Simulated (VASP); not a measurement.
# BeNi3 (Pm-3m) in VASP: further runs

BeNi3 is run at these levels: LDA; tasks: single point.

Everything below comes from runs of VASP 6.6.1. Logs are shortened: lines on timing, memory, paths and dates and some standing lists are left out, and cuts for length are marked.

## Step 1: The cell of the first run

Symmetry: Pm-3m, No. 221, cubic system. The conventional cell has a = 3.419 Å, b = 3.419 Å, c = 3.419 Å, α = 90.00°, β = 90.00°, γ = 90.00°. Within 3.2 Å of Be (site symmetry m-3m) lie 12 Ni at 2.42 Å. Ni (site symmetry 4/mmm) has 4 Be at 2.42 Å and 8 Ni at 2.42 Å within 3.2 Å.

## Step 2: Single point, LDA, collinear spin, ferromagnetic start

The input, INCAR:

```
ALGO = Normal ; EDIFF = 1E-7
ENCUT = 520 ; ISIF = 2
ISMEAR = -1 ; ISPIN = 2
LASPH = True ; LCHARG = False
LMAXMIX = 4 ; LORBIT = 11
LREAL = False ; LWAVE = False
MAGMOM = 0 1.5 1.5 1.5 ; NBANDS = 28
NELM = 150 ; PREC = Accurate
SIGMA = 0.1
```

The input, KPOINTS:

```
k-points
0
Gamma
  6 6 6
```

The input, POSCAR:

```
BeNi3
1.0
    3.4189360000      0.0000000000      0.0000000000
    0.0000000000      3.4189360000      0.0000000000
    0.0000000000      0.0000000000      3.4189360000
Be Ni
1 3
Direct
    0.0000000000      0.0000000000      0.0000000000
    0.0000000000      0.5000000000      0.5000000000
    0.5000000000      0.0000000000      0.5000000000
    0.5000000000      0.5000000000      0.0000000000
```

Potentials or basis: VASP PAW LDA potentials, release 64 (Be, Ni).

Started as:

```console
$ cat potpaw_LDA.64/Be/POTCAR potpaw_LDA.64/Ni/POTCAR > POTCAR
$ mpirun -np 1 vasp_std > vasp.out
```

OUTCAR:

```text
EDIFF = 1E-7
   ENCUT = 520
   ISIF = 2
   ISMEAR = -1
   ISPIN = 2
   LASPH = True
   LORBIT = 11
   LREAL = False
   NELM = 150
   PREC = Accurate

 ion  position               nearest neighbor table
   1  0.000  0.000  0.000-   2 2.42   3 2.42   4 2.42   2 2.42   3 2.42   2 2.42   4 2.42   2 2.42
                             3 2.42   4 2.42   3 2.42   4 2.42
   2  0.000  0.500  0.500-   1 2.42   3 2.42   4 2.42   1 2.42   4 2.42   1 2.42   3 2.42   1 2.42
                             3 2.42   4 2.42   4 2.42   3 2.42
   3  0.500  0.000  0.500-   1 2.42   2 2.42   4 2.42   1 2.42   4 2.42   2 2.42   4 2.42   4 2.42
                             1 2.42   2 2.42   1 2.42   2 2.42
   4  0.500  0.500  0.000-   1 2.42   2 2.42   3 2.42   2 2.42   3 2.42   1 2.42   3 2.42   3 2.42
                             1 2.42   2 2.42   2 2.42   1 2.42

  LATTYP: Found a simple cubic cell.
 ALAT       =     3.4189360000

  Lattice vectors:

 A1 = (   3.4189360000,   0.0000000000,   0.0000000000)
 A2 = (   0.0000000000,   3.4189360000,   0.0000000000)
 A3 = (   0.0000000000,   0.0000000000,   3.4189360000)

Analysis of symmetry for initial positions (statically):
=====================================================================
 Subroutine PRICEL returns:
 Original cell was already a primitive cell.

 Routine SETGRP: Setting up the symmetry group for a
 simple cubic supercell.

 Subroutine GETGRP returns: Found 48 space group operations
 (whereof 48 operations were pure point group operations)
 out of a pool of 48 trial point group operations.

The static configuration has the point symmetry O_h .

Analysis of symmetry for dynamics (positions and initial velocities):
=====================================================================
 Subroutine PRICEL returns:
 Original cell was already a primitive cell.

 Routine SETGRP: Setting up the symmetry group for a
 simple cubic supercell.

 Subroutine GETGRP returns: Found 48 space group operations
 (whereof 48 operations were pure point group operations)
 out of a pool of 48 trial point group operations.

The dynamic configuration has the point symmetry O_h .

Analysis of structural, dynamic, and magnetic symmetry:
=====================================================================
 Subroutine PRICEL returns:
 Original cell was already a primitive cell.

 Routine SETGRP: Setting up the symmetry group for a
 simple cubic supercell.

 Subroutine GETGRP returns: Found 48 space group operations
 (whereof 48 operations were pure point group operations)
 out of a pool of 48 trial point group operations.

The overall configuration has the point symmetry O_h .

 Subroutine INISYM returns: Found 48 space group operations
 (whereof 48 operations are pure point group operations),
 and found     1 'primitive' translations

----------------------------------------------------------------------------------------

                                     Primitive cell

  volume of cell :      39.9644

  direct lattice vectors                    reciprocal lattice vectors
     3.418936000  0.000000000  0.000000000     0.292488657  0.000000000  0.000000000
     0.000000000  3.418936000  0.000000000     0.000000000  0.292488657  0.000000000
     0.000000000  0.000000000  3.418936000     0.000000000  0.000000000  0.292488657

  length of vectors
     3.418936000  3.418936000  3.418936000     0.292488657  0.292488657  0.292488657

  position of ions in fractional coordinates (direct lattice)
     0.000000000  0.000000000  0.000000000
     0.000000000  0.500000000  0.500000000
     0.500000000  0.000000000  0.500000000
     0.500000000  0.500000000  0.000000000

  ion indices of the primitive-cell ions
   primitive index   ion index
                 1           1
                 2           2
                 3           3
                 4           4

----------------------------------------------------------------------------------------

 KPOINTS: k-points

Automatic generation of k-mesh.
 Grid dimensions read from file:
 generate k-points for:    6    6    6

 Generating k-lattice:

  Cartesian coordinates                     Fractional coordinates (reciprocal lattice)
     0.048748110  0.000000000  0.000000000     0.166666667  0.000000000  0.000000000
     0.000000000  0.048748110  0.000000000     0.000000000  0.166666667  0.000000000
     0.000000000  0.000000000  0.048748110     0.000000000  0.000000000  0.166666667

  Length of vectors
     0.048748110  0.048748110  0.048748110

  Shift w.r.t. Gamma in fractional coordinates (k-lattice)
     0.000000000  0.000000000  0.000000000

 Subroutine IBZKPT returns following result:
 ===========================================

 Found     20 irreducible k-points:

 Following reciprocal coordinates:
            Coordinates               Weight
  0.000000  0.000000  0.000000      1.000000
  0.166667  0.000000  0.000000      6.000000
  0.333333  0.000000  0.000000      6.000000
  0.500000  0.000000  0.000000      3.000000
  0.166667  0.166667  0.000000     12.000000
  0.333333  0.166667  0.000000     24.000000
[... 12 lines left out ...]
  0.500000  0.500000  0.333333      6.000000
  0.500000  0.500000  0.500000      1.000000
   k-points           NKPTS =     20   k-points in BZ     NKDIM =     20   number of bands    NBANDS=     28
   number of dos      NEDOS =    301   number of ions     NIONS =      4
   total plane-waves  NPLWV =  21952
   dimension x,y,z NGX =    28 NGY =   28 NGZ =   28
   dimension x,y,z NGXF=    56 NGYF=   56 NGZF=   56
   ions per type =               1   3
   NGX,Y,Z   is equivalent  to a cutoff of  13.62, 13.62, 13.62 a.u.
   NGXF,Y,Z  is equivalent  to a cutoff of  27.23, 27.23, 27.23 a.u.
 SYSTEM =  unknown system
   PREC   = accura    normal or accurate (medium, high low for compatibility)
   ISTART =      0    job   : 0-new  1-cont  2-samecut
   ICHARG =      2    charge: 1-file 2-atom 10-const
   ISPIN  =      2    spin polarized calculation?
   LNONCOLLINEAR =      F non collinear calculations
   LSORBIT =      F    spin-orbit coupling
   LASPH  =      T    aspherical Exc in radial PAW
   ENCUT  =  520.0 eV  38.22 Ry    6.18 a.u.   6.36  6.36  6.36*2*pi/ulx,y,z
   NELM   =    150;   NELMIN=  2; NELMDL= -5     # of ELM steps
   EDIFF  = 0.1E-06   stopping-criterion for ELM
   LREAL  =      F    real-space projection
   EDIFFG = 0.1E-05   stopping-criterion for IOM
   NSW    =      0    number of steps for IOM
   IBRION =     -1    ionic relax: 0-MD 1-quasi-New 2-CG
   NFREE  =      0    steps in history (QN), initial steepest desc. (CG)
   ISIF   =      2    stress and relaxation
   ISYM   =      2    0-nonsym 1-usesym 2-fastsym
   POTIM  = 0.5000    time-step for ionic-motion
   TEBEG  =    0.0;   TEEND  =   0.0 temperature during run
   PSTRESS=    0.0 pullay stress
   NELECT =      32.0000    total number of electrons
   NUPDOWN=      -1.0000    fix difference up-down
   EMIN   =  10.00;   EMAX   =-10.00  energy-range for DOS
   EFERMI =   0.00;   METHOD = LEGACY
   ISMEAR =    -1;   SIGMA  =   0.10  broadening in eV -4-tet -1-fermi 0-gaus
   EFERMI_NEDOS =   21; number of points for ismear=-14 and -15
   IALGO  =     38    algorithm
   IMIX   =      4    mixing-type and parameters
     AMIX     =   0.40;   BMIX     =  1.00
     AMIX_MAG =   1.60;   BMIX_MAG =  1.00
  volume/ion in A,a.u.               =       9.99        67.42
  Fermi-wavevector in a.u.,A,eV,Ry     =   1.520199  2.872760 31.443143  2.311006
  Thomas-Fermi vector in A             =   2.629082
   LORBIT       =     11    0 simple, 1 ext, 2 COOP (PROOUT), +10 PAW based schemes
   GGA     = CA    functional components
   LHFCALC =     F    Hartree Fock is set to
   AEXX    =    0.0000 exact exchange contribution
   IVDW    =     0    specifies the selected vdW correction
   LEPSILON=     F    determine dielectric tensor
   LRPA    =     F    only Hartree local field effects (RPA)
 spin polarized calculation
  energy-cutoff  :      520.00
  volume of cell :       39.96
 maximum number of plane-waves:      1108
 NGX is ok and might be reduce to    28
   NGX = 13   NGY = 13   NGZ = 13

 number of electron      31.9999996 magnetization       0.0034574

 Free energy of the ion-electron system (eV)
  ---------------------------------------------------
  ext. energy  EPLUGINS =         0.00000000
  ---------------------------------------------------
  free energy    TOTEN  =       -24.67012337 eV

  energy without entropy =      -24.49930363  energy(sigma->0) =      -24.58471350

 E-fermi :   8.6035     XC(G=0): -13.0828

 val. band max:        8.6023474615   @ k =   0.5000   0.1667   0.0000
 cond. band min:       8.6084445898   @ k =   0.5000   0.3333   0.3333
 fundamental gap:      0.0060971283
 Fermi energy:         8.6035291409

 spin component 1

 k-point     1 :       0.0000    0.0000    0.0000
  band No.  band energies     occupation
      1      -0.7162      1.00000
      2       3.8584      1.00000
      3       5.1037      1.00000
      4       5.1037      1.00000
      5       5.1624      1.00000
      6       5.1624      1.00000
[... 20 lines left out ...]
     27      24.9296      0.00000
[... 566 lines left out ...]
      5       6.5263      1.00000
      6       6.5263      1.00000
[... 20 lines left out ...]
     27      32.3253      0.00000
     28      32.6267      0.00000
 Fermi energy:         8.6035291409

 spin component 2

 k-point     1 :       0.0000    0.0000    0.0000
  band No.  band energies     occupation
      1      -0.7161      1.00000
      2       3.8589      1.00000
      3       5.1045      1.00000
      4       5.1045      1.00000
      5       5.1635      1.00000
      6       5.1635      1.00000
[... 20 lines left out ...]
     27      24.9298      0.00000
[... 567 lines left out ...]
      6       6.5275      1.00000
[... 20 lines left out ...]
     27      32.3253      0.00000
     28      32.6267      0.00000

------------------------ aborting loop because EDIFF is reached ----------------------------------------

  FORCE on cell =-STRESS in cart. coord.  units (eV):
  Direction    XX          YY          ZZ          XY          YZ          ZX
  --------------------------------------------------------------------------------------
  -------------------------------------------------------------------------------------
  Total       -3.0565040     -3.0565040     -3.0565040      0.0000000      0.0000000      0.0000000
  in kB     -122.5356992   -122.5356992   -122.5356992      0.0000000      0.0000000      0.0000000
  external PRESSURE =    -122.5356992 kB  Pullay stress =       0.0000000 kB

 VOLUME and BASIS-vectors are now :
 -----------------------------------------------------------------------------
  energy-cutoff  :      520.00
  volume of cell :       39.96
      direct lattice vectors                 reciprocal lattice vectors
     3.418936000  0.000000000  0.000000000     0.292488657  0.000000000  0.000000000
     0.000000000  3.418936000  0.000000000     0.000000000  0.292488657  0.000000000
     0.000000000  0.000000000  3.418936000     0.000000000  0.000000000  0.292488657

 POSITION                                       TOTAL-FORCE (eV/Angst)
 -----------------------------------------------------------------------------------
      0.00000      0.00000      0.00000         0.000000      0.000000      0.000000
      0.00000      1.70947      1.70947         0.000000      0.000000      0.000000
      1.70947      0.00000      1.70947         0.000000      0.000000      0.000000
      1.70947      1.70947      0.00000         0.000000      0.000000      0.000000
 -----------------------------------------------------------------------------------
    total drift:                                0.000000      0.000000      0.000000

  FREE ENERGIE OF THE ION-ELECTRON SYSTEM (eV)
  ---------------------------------------------------
  free  energy   TOTEN  =       -24.6701233668 eV

  energy  without entropy=      -24.4993036264  energy(sigma->0) =      -24.58471350

 total charge

# of ion       s       p       d       tot
------------------------------------------
    1        0.396   0.575   0.000   0.971
    2        0.523   0.541   8.378   9.443
    3        0.523   0.541   8.378   9.443
    4        0.523   0.541   8.378   9.443
--------------------------------------------------
tot          1.966   2.199  25.134  29.299

 magnetization (x)

# of ion       s       p       d       tot
------------------------------------------
    1       -0.000  -0.000   0.000  -0.000
    2       -0.000  -0.000   0.001   0.001
    3       -0.000  -0.000   0.001   0.001
    4       -0.000  -0.000   0.001   0.001
--------------------------------------------------
tot         -0.000  -0.000   0.004   0.003
```

Run time: 64 s. Hardware: 1 thread of AMD EPYC 7R13 (Zen 3), shared host; peak memory 0.13 GiB.

What came out:

```
Free energy                                           : -24.6701 eV
Pressure                                              : -12.3 GPa
Band gap on the k mesh                                : zero (filled and empty bands overlap)
Net moment                                            : 0.00 μB per cell
Valence electrons inside the program's atomic spheres : Be 0.97; Ni 9.44
```

Caveat: the starting moments collapsed, and a magnetic state may lie lower.

## Step 3: Single point, LDA, collinear spin, ferromagnetic start

The input, INCAR:

```
SYSTEM = BeNi3
  ALGO = Normal
  EDIFF = 1E-6
  ENCUT = 520
  ISIF = 2
  ISMEAR = -1
  ISPIN = 2
  LASPH = .True.
  LCHARG = .True.
  LELF = .True.
  LMAXMIX = 4
  LORBIT = 11
  LREAL = .False.
  LVHAR = .True.
  LWAVE = .False.
  MAGMOM = 0 1.5 1.5 1.5
  NBANDS = 28
  NELM = 150
  PREC = Accurate
  SIGMA = 0.1
```

The input, KPOINTS:

```
k-points
0
Gamma
  6 6 6
  0 0 0
```

POSCAR is that of step 2.

Potentials or basis: VASP PAW LDA potentials, release 64 (Be, Ni).

Started as:

```console
$ cat potpaw_LDA.64/Be/POTCAR potpaw_LDA.64/Ni/POTCAR > POTCAR
$ mpirun -np 1 vasp_std > vasp.out
```

Wall time 64 s (1 thread of AMD EPYC 7R13 (Zen 3), shared host); peak memory 0.14 GiB.

Results (log left out):

- Free energy: -24.6701 eV
- Pressure: -12.3 GPa
- Band gap on the k mesh: zero (filled and empty bands overlap)
- Net moment: 0.00 μB per cell
- Valence electrons inside the program's atomic spheres: Be 0.97; Ni 9.44

Levels at points of the mesh, in eV from the Fermi level:
Spin up:
```csv
k point,band 14,band 15,band 16,band 17,band 18,band 19
"(0.00, 0.00, 0.00)",0.26,0.26,0.26,1.31,1.31,1.31
"(0.50, 0.00, 0.00)",-1.06,-0.83,-0.32,0.27,5.73,5.73
"(0.50, 0.50, 0.00)",-0.82,-0.73,-0.59,0.21,1.34,1.34
"(0.50, 0.50, 0.50)",-0.80,-0.80,-0.07,0.06,0.06,0.06
```
Spin down:
```csv
k point,band 14,band 15,band 16,band 17,band 18,band 19
"(0.00, 0.00, 0.00)",0.27,0.27,0.27,1.31,1.31,1.31
"(0.50, 0.00, 0.00)",-1.06,-0.83,-0.32,0.27,5.73,5.73
"(0.50, 0.50, 0.00)",-0.82,-0.73,-0.58,0.21,1.34,1.34
"(0.50, 0.50, 0.50)",-0.80,-0.80,-0.07,0.06,0.06,0.06
```

Caveat: the starting moments collapsed, and a magnetic state may lie lower.
